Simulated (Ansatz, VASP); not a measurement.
# One calculation of Pb, two programs

Contents of INCAR:

```
ALGO = Normal ; EDIFF = 1E-7
EDIFFG = -0.04 ; ENCUT = 600
GGA = PE ; IBRION = 2
ISIF = 3 ; ISMEAR = 0
LASPH = True ; LCHARG = False
LREAL = False ; LWAVE = False
NELM = 100 ; NSW = 90
PREC = Accurate ; SIGMA = 0.1
```

The input KPOINTS:

```
k-points
0
Gamma
  4 4 4
```

Contents of POSCAR:

```
Pb
1.0
    2.9900496303     -4.4628571084      0.0000000000
    2.9900496303      4.4628571084      0.0000000000
    0.0000000000      0.0000000000      6.7597258193
Pb
5
Direct
    0.5000000000      0.0000000000      0.2500000000
    0.0000000000      0.5000000000      0.7500000000
    0.0000000000      0.5000000000      0.2500000000
    0.5000000000      0.0000000000      0.7500000000
    0.0000000000      0.0000000000      0.0000000000
```

Input for Ansatz:

```yaml
crystal:
  lattice:
    - [2.9900496303, -4.4628571084, 0.0]
    - [2.9900496303, 4.4628571084, 0.0]
    - [0.0, 0.0, 6.7597258193]
  atoms:
    - { symbol: Pb, position: [0.5, 0.0, 0.25] }
    - { symbol: Pb, position: [0.0, 0.5, 0.75] }
    - { symbol: Pb, position: [0.0, 0.5, 0.25] }
    - { symbol: Pb, position: [0.5, 0.0, 0.75] }
    - { symbol: Pb, position: [0.0, 0.0, 0.0] }
basis:
  ecutwfc: 420
kpoints:
  mp_grid: { grid: [4, 4, 4] }
hamiltonian:
  xc: pbe
scf:
  occupations: { method: gaussian, width: 0.1 }
  lower_state_search: "off"
output:
  forces: true
  stress: true
  eigenvalues: true
relax:
  adjacent_minimum: "off"
  f_tol: 0.04
  max_steps: 70
  cell: { stress_tol: 0.4 }
```

Alike in both runs: task relaxation of cell and atoms; functional PBE; k mesh 4 × 4 × 4; occupations gaussian, width 0.1 eV; no spin polarisation.

|  | VASP | Ansatz |
| --- | --- | --- |
| version | VASP 6.6.1 | Ansatz 0.2.0 |
| potentials or method | VASP PAW PBE potentials, release 64 (Pb_d), cutoff 600 eV | scalar-relativistic, plane waves, PAW |
| valence electrons in the cell | 70 | 70 |

Ansatz gave:

* gap on the k mesh at the Fermi level, each at its own relaxed structure (eV): none
* relaxed volume (Å³/atom): 35.65
* relaxed cell length with the largest relative difference (Å): 7.951

What did VASP give for the same quantities?

gap on the k mesh at the Fermi level, each at its own relaxed structure (eV): none; relaxed volume (Å³/atom): 35.77; relaxed cell length with the largest relative difference (Å): 8.115.

A gap of «none» marks a metal or a gap that the smearing closes.

Neither program's run includes spin-orbit coupling.
